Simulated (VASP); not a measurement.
# BeS (F-43m) in VASP: notebook, part 2 of 2

VASP 6.6.1. The steps go on from the part before.

### 6 Single point, PBE

Input file INCAR:

```
  ALGO = Normal
  EDIFF = 1E-6
  ENCUT = 520
  GGA = PE
  ISIF = 2
  ISMEAR = -1
  ISYM = 0
  LASPH = True
  LCHARG = True
  LELF = True
  LREAL = False
  LVHAR = True
  LWAVE = False
  NBANDS = 11
  NELM = 100
  PREC = Accurate
  SIGMA = 0.08617333262145177
```

Input file KPOINTS:

```
Automatic mesh
0
Gamma
  1 3 4
  0.6 0.55 0.54
```

Input file POSCAR:

```
BeS
1.0
    0.0000000000      2.4351516489      2.4351516489
    2.4351516489      0.0000000000      2.4351516489
    2.4351516489      2.4351516489      0.0000000000
Be S
1 1
Direct
    0.0000000000      0.0000000000      0.0000000000
    0.7500000000      0.7500000000      0.7500000000
```

Potentials or basis: VASP PAW PBE potentials, release 64 (Be, S).

Launch:

```bash
$ cat potpaw_PBE.64/Be/POTCAR potpaw_PBE.64/S/POTCAR > POTCAR
$ mpirun -np 1 vasp_std > vasp.out
```

OUTCAR:

```text
EDIFF = 1E-6
   ENCUT = 520
   GGA = PE
   ISIF = 2
   ISMEAR = -1
   ISYM = 0
   LASPH = True
   LREAL = False
   NELM = 100
   PREC = Accurate

 ion  position               nearest neighbor table
   1  0.000  0.000  0.000-   2 2.11   2 2.11   2 2.11   2 2.11
   2  0.750  0.750  0.750-   1 2.11   1 2.11   1 2.11   1 2.11

IMPORTANT INFORMATION: All symmetrisations will be switched off!
NOSYMM: (Re-)initialisation of all symmetry stuff for point group C_1.

----------------------------------------------------------------------------------------

                                     Primitive cell

  volume of cell :      28.8807

  direct lattice vectors                    reciprocal lattice vectors
     0.000000000  2.435151649  2.435151649    -0.205326022  0.205326022  0.205326022
     2.435151649  0.000000000  2.435151649     0.205326022 -0.205326022  0.205326022
     2.435151649  2.435151649  0.000000000     0.205326022  0.205326022 -0.205326022

  length of vectors
     3.443824488  3.443824488  3.443824488     0.355635101  0.355635101  0.355635101

  position of ions in fractional coordinates (direct lattice)
     0.000000000  0.000000000  0.000000000
     0.750000000  0.750000000  0.750000000

  ion indices of the primitive-cell ions
   primitive index   ion index
                 1           1
                 2           2

----------------------------------------------------------------------------------------

 KPOINTS: Automatic mesh

Automatic generation of k-mesh.
 Grid dimensions read from file:
 generate k-points for:    1    3    4

 Generating k-lattice:

  Cartesian coordinates                     Fractional coordinates (reciprocal lattice)
    -0.205326022  0.205326022  0.205326022     1.000000000  0.000000000  0.000000000
     0.068442007 -0.068442007  0.068442007     0.000000000  0.333333333  0.000000000
     0.051331505  0.051331505 -0.051331505     0.000000000  0.000000000  0.250000000

  Length of vectors
     0.355635101  0.118545034  0.088908775

  Shift w.r.t. Gamma in fractional coordinates (k-lattice)
     0.600000000  0.550000000  0.540000000

 -----------------------------------------------------------------------------
|                                                                             |
|           W    W    AA    RRRRR   N    N  II  N    N   GGGG   !!!           |
|           W    W   A  A   R    R  NN   N  II  NN   N  G    G  !!!           |
|           W    W  A    A  R    R  N N  N  II  N N  N  G       !!!           |
|           W WW W  AAAAAA  RRRRR   N  N N  II  N  N N  G  GGG   !            |
|           WW  WW  A    A  R   R   N   NN  II  N   NN  G    G                |
|           W    W  A    A  R    R  N    N  II  N    N   GGGG   !!!           |
|                                                                             |
|     Your reciprocal lattice and k-lattice belong to different lattice       |
|     classes:                                                                |
|                                                                             |
|        The reciprocal lattice is body-centered cubic,                       |
|        whereas your k-lattice is base-centered monoclinic.                  |
|                                                                             |
|     Results are often still useful ...                                      |
|                                                                             |
 -----------------------------------------------------------------------------

 WARNING: IBZKPT: internal override: KBLOWUP is changed to .FALSE.
      ... skipping the blow-up phase ...

[... 25 lines left out ...]
   NGX,Y,Z   is equivalent  to a cutoff of  13.52, 13.52, 13.52 a.u.
   NGXF,Y,Z  is equivalent  to a cutoff of  27.03, 27.03, 27.03 a.u.
 SYSTEM =  unknown system
   PREC   = accura    normal or accurate (medium, high low for compatibility)
   ISTART =      0    job   : 0-new  1-cont  2-samecut
   ICHARG =      2    charge: 1-file 2-atom 10-const
   ISPIN  =      1    spin polarized calculation?
   LNONCOLLINEAR =      F non collinear calculations
   LSORBIT =      F    spin-orbit coupling
   LASPH  =      T    aspherical Exc in radial PAW
   ENCUT  =  520.0 eV  38.22 Ry    6.18 a.u.   6.40  6.40  6.40*2*pi/ulx,y,z
   NELM   =    100;   NELMIN=  2; NELMDL= -5     # of ELM steps
   EDIFF  = 0.1E-05   stopping-criterion for ELM
   LREAL  =      F    real-space projection
   EDIFFG = 0.1E-04   stopping-criterion for IOM
   NSW    =      0    number of steps for IOM
   IBRION =     -1    ionic relax: 0-MD 1-quasi-New 2-CG
   NFREE  =      0    steps in history (QN), initial steepest desc. (CG)
   ISIF   =      2    stress and relaxation
   ISYM   =      0    0-nonsym 1-usesym 2-fastsym
   POTIM  = 0.5000    time-step for ionic-motion
   TEBEG  =    0.0;   TEEND  =   0.0 temperature during run
   PSTRESS=    0.0 pullay stress
   NELECT =       8.0000    total number of electrons
   NUPDOWN=      -1.0000    fix difference up-down
   EMIN   =  10.00;   EMAX   =-10.00  energy-range for DOS
   EFERMI =   0.00;   METHOD = LEGACY
   ISMEAR =    -1;   SIGMA  =   0.09  broadening in eV -4-tet -1-fermi 0-gaus
   EFERMI_NEDOS =   21; number of points for ismear=-14 and -15
   IALGO  =     38    algorithm
   IMIX   =      4    mixing-type and parameters
     AMIX     =   0.40;   BMIX     =  1.00
     AMIX_MAG =   1.60;   BMIX_MAG =  1.00
  volume/ion in A,a.u.               =      14.44        97.45
  Fermi-wavevector in a.u.,A,eV,Ry     =   1.067175  2.016668 15.495153  1.138862
  Thomas-Fermi vector in A             =   2.202783
   LORBIT       =      0    0 simple, 1 ext, 2 COOP (PROOUT), +10 PAW based schemes
   GGA     = PE    functional components
   LHFCALC =     F    Hartree Fock is set to
   AEXX    =    0.0000 exact exchange contribution
   IVDW    =     0    specifies the selected vdW correction
   LEPSILON=     F    determine dielectric tensor
   LRPA    =     F    only Hartree local field effects (RPA)
 non-spin polarized calculation
  energy-cutoff  :      520.00
  volume of cell :       28.88
 maximum number of plane-waves:       787
 NGX is ok and might be reduce to    28
   NGX = 13   NGY = 13   NGZ = 13

 number of electron       7.9999999 magnetization

 Free energy of the ion-electron system (eV)
  ---------------------------------------------------
  ext. energy  EPLUGINS =         0.00000000
  ---------------------------------------------------
  free energy    TOTEN  =       -11.57398463 eV

  energy without entropy =      -11.57398463  energy(sigma->0) =      -11.57398463

 E-fermi :   5.0511     XC(G=0):  -9.7154

 val. band max:        3.1731517033   @ k =  -0.4000  -0.1500  -0.1150
 cond. band min:       8.0980159847   @ k =  -0.4000  -0.4833   0.1350
 fundamental gap:      4.9248642814
 Fermi energy:         5.0510796103

 k-point     1 :      -0.4000   -0.1500   -0.1150
  band No.  band energies     occupation
      1      -8.6132      2.00000
      2      -0.1733      2.00000
      3       2.0432      2.00000
      4       3.1732      2.00000
      5      10.1405      0.00000
      6      10.6390      0.00000
      7      11.2895      0.00000
      8      13.1497      0.00000
      9      15.2257      0.00000
     10      18.2320      0.00000
     11      19.0978      0.00000
[... 141 lines left out ...]
 k-point    12 :      -0.4000   -0.4833   -0.3650
  band No.  band energies     occupation
      1      -8.2254      2.00000
      2      -1.3073      2.00000
      3       2.3039      2.00000
      4       2.8585      2.00000
      5       9.8763      0.00000
      6      10.5134      0.00000
      7      11.0783      0.00000
      8      14.6499      0.00000
      9      16.8625      0.00000
     10      18.1639      0.00000
     11      19.5004      0.00000

------------------------ aborting loop because EDIFF is reached ----------------------------------------

  FORCE on cell =-STRESS in cart. coord.  units (eV):
  Direction    XX          YY          ZZ          XY          YZ          ZX
  --------------------------------------------------------------------------------------
  -------------------------------------------------------------------------------------
  Total       -1.4364825     -1.6973722     -1.6407078      0.0159832     -1.1339312     -0.1143318
  in kB      -79.6898286    -94.1628591    -91.0193606      0.8866802    -62.9055945     -6.3426314
  external PRESSURE =     -88.2906828 kB  Pullay stress =       0.0000000 kB

 VOLUME and BASIS-vectors are now :
 -----------------------------------------------------------------------------
  energy-cutoff  :      520.00
  volume of cell :       28.88
      direct lattice vectors                 reciprocal lattice vectors
     0.000000000  2.435151649  2.435151649    -0.205326022  0.205326022  0.205326022
     2.435151649  0.000000000  2.435151649     0.205326022 -0.205326022  0.205326022
     2.435151649  2.435151649  0.000000000     0.205326022  0.205326022 -0.205326022

 POSITION                                       TOTAL-FORCE (eV/Angst)
 -----------------------------------------------------------------------------------
      0.00000      0.00000      0.00000         0.336108      0.040422      0.007154
      3.65273      3.65273      3.65273        -0.336108     -0.040422     -0.007154
 -----------------------------------------------------------------------------------
    total drift:                                0.000006      0.000000      0.000003

  FREE ENERGIE OF THE ION-ELECTRON SYSTEM (eV)
  ---------------------------------------------------
  free  energy   TOTEN  =       -11.5739846349 eV

  energy  without entropy=      -11.5739846348  energy(sigma->0) =      -11.57398463
```

Wall time 8.8 s (1 thread of Intel Xeon 8259CL, shared host); peak memory 0.15 GiB.

The run converged, but its numbers aren't listed here, since they failed a check.

Caveat: the k points lie up to 2.23 Å⁻¹ apart.

### 7 Summary

| task | level | spin | cell | k mesh | smearing | gap on the mesh (eV) | pressure (GPa) |
| --- | --- | --- | --- | --- | --- | --- | --- |
| relaxation of the atoms | PBE | collinear, ferromagnetic start | atoms relaxed | 1 × 1 × 1, shifted | gaussian 0.1 eV | 5.84 | 28.5 |
| single point | revPBE | off | as given | 7 × 5 × 7 | gaussian 0.1 eV | 3.37 | 2.2 |
| single point | PBE | off | as given | 1 × 1 × 1, shifted | gaussian 0.1 eV | 5.84 | 28.5 |
| single point | PBE | off | as given | 2 × 2 × 2 | gaussian 0.01 eV | 2.96 | 11.2 |

Alike in all rows: potentials or basis VASP PAW PBE potentials, release 64 (Be, S); cutoff (eV) 520.

Caveats: all runs use coarse meshes; the relaxation stopped at its first step, so nothing moved (some runs); the PAW data sets were made with another functional, which shifts forces and pressure a little (some runs).

Total energies depend on the potentials used, so only differences within one code and one set of settings carry meaning.
